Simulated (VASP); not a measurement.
# BAs (F-43m) in VASP: G0W0 quasiparticle levels with PBE

Aim: the G0W0 quasiparticle levels of BAs with PBE.

All numbers are computed with VASP 6.6.1; they aren't measurements. Logs are shortened: lines on timing, memory, paths and dates and some standing lists are left out, and cuts for length are marked.

## 1. The cell of the first run

The structure is cubic, space group F-43m (No. 216). The conventional cell has a = 4.784 Å, b = 4.784 Å, c = 4.784 Å, α = 90.00°, β = 90.00°, γ = 90.00°. B (site symmetry -43m) has 4 As at 2.07 Å within 2.7 Å. Within 2.7 Å of As (site symmetry -43m) lie 4 B at 2.07 Å.

## 2. G0W0 quasiparticle levels, PBE

Input file POSCAR:

```
BAs
1.0
    0.0000000000      2.3918699032      2.3918699032
    2.3918699032      0.0000000000      2.3918699032
    2.3918699032      2.3918699032      0.0000000000
B As
1 1
Direct
    0.0000000000      0.0000000000      0.0000000000
    0.2500000000      0.2500000000      0.2500000000
```

Input file INCAR.step1:

```
PREC = Accurate
ENCUT = 500
EDIFF = 1E-8
ISMEAR = 0
SIGMA = 0.01
LREAL = F
LASPH = T
NELM = 100
ALGO = Normal
LWAVE = T
LCHARG = F
GGA = PE
```

Input file INCAR.step2:

```
PREC = Accurate
ENCUT = 500
EDIFF = 1E-8
ISMEAR = 0
SIGMA = 0.01
LREAL = F
LASPH = T
NELM = 1
ALGO = Exact
LWAVE = T
LCHARG = F
GGA = PE
NBANDS = 106
LOPTICS = T
ISTART = 1
```

Input file INCAR.step3:

```
PREC = Accurate
ENCUT = 500
EDIFF = 1E-8
ISMEAR = 0
SIGMA = 0.01
LREAL = F
LASPH = T
ALGO = EVGW0
LWAVE = F
LCHARG = F
GGA = PE
NELMGW = 1
NBANDS = 106
ENCUTGW = 140.0
NOMEGA = 96
PRECFOCK = Fast
ISTART = 1
NBANDSGW = 12
OMEGAMAX = 20
```

Input file KPOINTS:

```
Automatic mesh
0
Gamma
  4 4 4
```

Potentials or basis: VASP PAW PBE potentials, release 64 (B_GW, As_GW).

Command:

```
> cat potpaw_PBE.64/B_GW/POTCAR potpaw_PBE.64/As_GW/POTCAR > POTCAR
> cp INCAR.step1 INCAR
> mpirun -np 1 vasp_std > vasp.out
> cp INCAR.step2 INCAR
> mpirun -np 1 vasp_std > vasp.out
> cp INCAR.step3 INCAR
> mpirun -np 1 vasp_std > vasp.out
```

OUTCAR:

```text
PREC = Accurate
   ENCUT = 500
   EDIFF = 1E-8
   ISMEAR = 0
   LREAL = F
   LASPH = T
   GGA = PE
   NELMGW = 1
   ENCUTGW = 140.0
   PRECFOCK = Fast
   ISTART = 1

 ion  position               nearest neighbor table
   1  0.000  0.000  0.000-   2 2.07   2 2.07   2 2.07   2 2.07
   2  0.250  0.250  0.250-   1 2.07   1 2.07   1 2.07   1 2.07

  LATTYP: Found a face centered cubic cell.
 ALAT       =     4.7837398064

  Lattice vectors:

 A1 = (   0.0000000000,   2.3918699032,   2.3918699032)
 A2 = (   2.3918699032,   0.0000000000,   2.3918699032)
 A3 = (   2.3918699032,   2.3918699032,   0.0000000000)

Analysis of symmetry for initial positions (statically):
=====================================================================
 Subroutine PRICEL returns:
 Original cell was already a primitive cell.

 Routine SETGRP: Setting up the symmetry group for a
 face centered cubic supercell.

 Subroutine GETGRP returns: Found 24 space group operations
 (whereof 24 operations were pure point group operations)
 out of a pool of 48 trial point group operations.

The static configuration has the point symmetry T_d .

Analysis of symmetry for dynamics (positions and initial velocities):
=====================================================================
 Subroutine PRICEL returns:
 Original cell was already a primitive cell.

 Routine SETGRP: Setting up the symmetry group for a
 face centered cubic supercell.

 Subroutine GETGRP returns: Found 24 space group operations
 (whereof 24 operations were pure point group operations)
 out of a pool of 48 trial point group operations.

The dynamic configuration has the point symmetry T_d .

 Subroutine INISYM returns: Found 24 space group operations
 (whereof 24 operations are pure point group operations),
 and found     1 'primitive' translations

----------------------------------------------------------------------------------------

[... 72 lines left out ...]
   LASPH  =      T    aspherical Exc in radial PAW
   ENCUT  =  500.0 eV  36.75 Ry    6.06 a.u.   6.17  6.17  6.17*2*pi/ulx,y,z
   NELM   =     60;   NELMIN=  2; NELMDL=  0     # of ELM steps
   EDIFF  = 0.1E-07   stopping-criterion for ELM
   LREAL  =      F    real-space projection
   EDIFFG = 0.1E-06   stopping-criterion for IOM
   NSW    =      0    number of steps for IOM
   IBRION =     -1    ionic relax: 0-MD 1-quasi-New 2-CG
   NFREE  =      0    steps in history (QN), initial steepest desc. (CG)
   ISIF   =      0    stress and relaxation
   ISYM   =      3    0-nonsym 1-usesym 2-fastsym
   POTIM  = 0.5000    time-step for ionic-motion
   TEBEG  =    0.0;   TEEND  =   0.0 temperature during run
   PSTRESS=    0.0 pullay stress
   NELECT =       8.0000    total number of electrons
   NUPDOWN=      -1.0000    fix difference up-down
   EMIN   =  10.00;   EMAX   =-10.00  energy-range for DOS
   EFERMI =   0.00;   METHOD = LEGACY
   ISMEAR =     0;   SIGMA  =   0.01  broadening in eV -4-tet -1-fermi 0-gaus
   EFERMI_NEDOS =   21; number of points for ismear=-14 and -15
   IALGO  =     38    algorithm
   IMIX   =      4    mixing-type and parameters
     AMIX     =   0.40;   BMIX     =  1.00
     AMIX_MAG =   1.60;   BMIX_MAG =  1.00
  volume/ion in A,a.u.               =      13.68        92.34
  Fermi-wavevector in a.u.,A,eV,Ry     =   1.086486  2.053160 16.061008  1.180451
  Thomas-Fermi vector in A             =   2.222623
   LORBIT       =      0    0 simple, 1 ext, 2 COOP (PROOUT), +10 PAW based schemes
   GGA     = PE    functional components
   LHFCALC =     T    Hartree Fock is set to
   PRECFOCK=fast      Normal, Fast or Accurate (Low or Medium for compatibility)
   ENCUT4O =  -1.0   cutoff for four orbital integrals eV
   NKREDX  =     1    reduce k-point grid by
   NKREDY  =     1    reduce k-point grid by
   NKREDZ  =     1    reduce k-point grid by
   AEXX    =    1.0000 exact exchange contribution
   HFSCREEN=    0.0000 screening length (either q_TF or 0.3 A-1)
   HFSCREENC=   0.0000 screening length for correlation (either q_TF or 0.3 A-1)
   ENCUTFOCK=  -1.0 apply spherical cutoff to Coloumb kernel
   IVDW    =     0    specifies the selected vdW correction
   LEPSILON=     F    determine dielectric tensor
   LRPA    =     F    only Hartree local field effects (RPA)
   LRPAFORCE           =     F    calculate RPA forces
   ENCUTGW             = 140.0    cutoff for response function in eV
   ENCUTGWSOFT         = 112.0    soft cutoff for Coulomb kernel in GW response function in eV
   ENCUTLF             =  -1.0    cutoff for local field effects
   NELMGW              =     1    number of iterations in solving QP/BSE equation
   NELMHF              =     1    number of iterations in the inner HF iteration
   NKREDLFX            =     1    NKREDLFY  =   1   NKREDLFZ  =   1
 non-spin polarized calculation
 Gauss-broadening in eV      SIGMA  =   0.01
  energy-cutoff  :      500.00
  volume of cell :       27.37
 maximum number of plane-waves:       725
 NGX is ok and might be reduce to    28
  NGX = 14; NGY = 14; NGZ = 14
   NGX = 13   NGY = 13   NGZ = 13
 maximum number of plane-waves:       113
 NGX is ok and might be reduce to    14

 QP shifts <psi_nk| G(iteration)W_0 |psi_nk>: iteration 1
 for sc-GW calculations column KS-energies equals QP-energies in previous step
 and V_xc(KS)=  KS-energies - (<T + V_ion + V_H > + <T+V_H+V_ion>^1  + <V_x>^1)

 k-point   1 :       0.0000    0.0000    0.0000
  band No.  KS-energies  QP-energies   sigma(KS)   V_xc(KS)     V^pw_x(r,r')   Z            occupation Imag(sigma)

      1      -9.2209      -9.9645     -12.6852     -11.6423     -19.5631       0.7130       2.0000       1.1700
      2       6.1567       5.6582     -13.2175     -12.5850     -14.2993       0.7881       2.0000       0.0228
      3       6.1567       5.6582     -13.2175     -12.5850     -14.2993       0.7881       2.0000       0.0228
      4       6.1567       5.6582     -13.2175     -12.5850     -14.2993       0.7881       2.0000       0.0228
      5       9.4107       9.7063     -10.9941     -11.3710      -6.5717       0.7844       0.0000      -0.0524
      6       9.4107       9.7063     -10.9941     -11.3710      -6.5717       0.7844       0.0000      -0.0524
      7       9.4107       9.7063     -10.9941     -11.3710      -6.5717       0.7844       0.0000      -0.0524
      8      10.7662      11.3253     -11.8685     -12.6046      -6.4650       0.7595       0.0000      -0.0837
      9      15.7007      15.6596      -8.9309      -8.8789      -3.0271       0.7912       0.0000      -0.2447
     10      19.0663      19.0654     -10.3950     -10.3938      -4.3558       0.7761       0.0000      -0.2934
     11      19.0663      19.0654     -10.3950     -10.3938      -4.3558       0.7761       0.0000      -0.2934
     12      20.4808      20.4810      -8.9962      -8.9965      -2.4883       0.7957       0.0000      -0.4431
[... 100 lines left out ...]
      1      -4.8906      -5.3854     -13.0188     -12.3501     -18.2583       0.7400       2.0000       0.5435
      2      -1.8948      -2.6693     -13.1714     -12.1052     -17.5213       0.7264       2.0000       0.2978
      3       0.6785      -0.0101     -12.0007     -11.0993     -14.6627       0.7638       2.0000       0.0946
      4       0.9729       0.2973     -12.0891     -11.1947     -14.6543       0.7553       2.0000       0.0832
      5      11.3920      11.5103     -10.4440     -10.5958      -5.3066       0.7788       0.0000      -0.0845
      6      12.0531      12.5679     -11.2957     -11.9739      -5.6430       0.7589       0.0000      -0.1087
      7      12.9331      12.9740      -9.9827     -10.0343      -4.8968       0.7910       0.0000      -0.1059
      8      13.1467      13.3947     -11.0653     -11.3886      -5.3601       0.7670       0.0000      -0.1448
      9      18.4021      18.6868     -11.4236     -11.8055      -4.2181       0.7453       0.0000      -0.4419
     10      21.6200      21.9049     -11.4014     -11.7769      -4.2006       0.7587       0.0000      -0.6877
     11      21.8024      21.8561     -10.4399     -10.5111      -3.3232       0.7538       0.0000      -0.5913
     12      24.9634      25.2089     -10.6353     -10.9588      -3.4309       0.7586       0.0000      -0.8710
```

OUTCAR.step1:

```text
PREC = Accurate
   ENCUT = 500
   EDIFF = 1E-8
   ISMEAR = 0
   LREAL = F
   LASPH = T
[... 289 lines left out ...]
 -----------------------------------------------------------------------------------
      0.00000      0.00000      0.00000         0.000000      0.000000      0.000000
      1.19593      1.19593      1.19593        -0.000000     -0.000000     -0.000000
 -----------------------------------------------------------------------------------
    total drift:                               -0.000000     -0.000000     -0.000000

  FREE ENERGIE OF THE ION-ELECTRON SYSTEM (eV)
  ---------------------------------------------------
  free  energy   TOTEN  =       -11.2383134308 eV

  energy  without entropy=      -11.2383134308  energy(sigma->0) =      -11.23831343
```

OUTCAR.step2:

```text
PREC = Accurate
   ENCUT = 500
   EDIFF = 1E-8
   ISMEAR = 0
   LREAL = F
[... 689 lines left out ...]
     0.00000    15.64587    15.64587    15.64587     0.00000    -0.00000     0.00000
     1.71684    17.98463    17.98463    17.98463     0.00000    -0.00000     0.00000
     3.43369    17.58643    17.58643    17.58643     0.00000    -0.00000     0.00000
     5.15053    32.25631    32.25631    32.25631     0.00000     0.00000    -0.00000
     6.86738   -13.64997   -13.64997   -13.64997    -0.00000    -0.00000     0.00000
     8.58422    -5.77939    -5.77939    -5.77939    -0.00000    -0.00000     0.00000
[... 92 lines left out ...]
   168.25077     0.98221     0.98221     0.98221    -0.00000    -0.00000     0.00000
   169.96762     0.98258     0.98258     0.98258    -0.00000    -0.00000     0.00000
```

Run time: 44 s. Hardware: 1 thread of Intel Xeon Platinum 8259CL at 2.50GHz (Skylake/Cascade Lake), shared host; peak memory 0.26 GiB.

Results:

| Item | Value |
| --- | --- |
| Quasiparticle gap | 1.87 eV |
| Least direct quasiparticle gap | 4.05 eV |
| Band gap of the starting levels on the mesh | 1.42 eV |
| Least direct gap of the starting levels on the mesh | 3.25 eV |

Caveat: the k points lie up to 0.57 Å⁻¹ apart; bands, screening cutoff and mesh are small and nothing is extrapolated, so the quasiparticle values aren't converged.
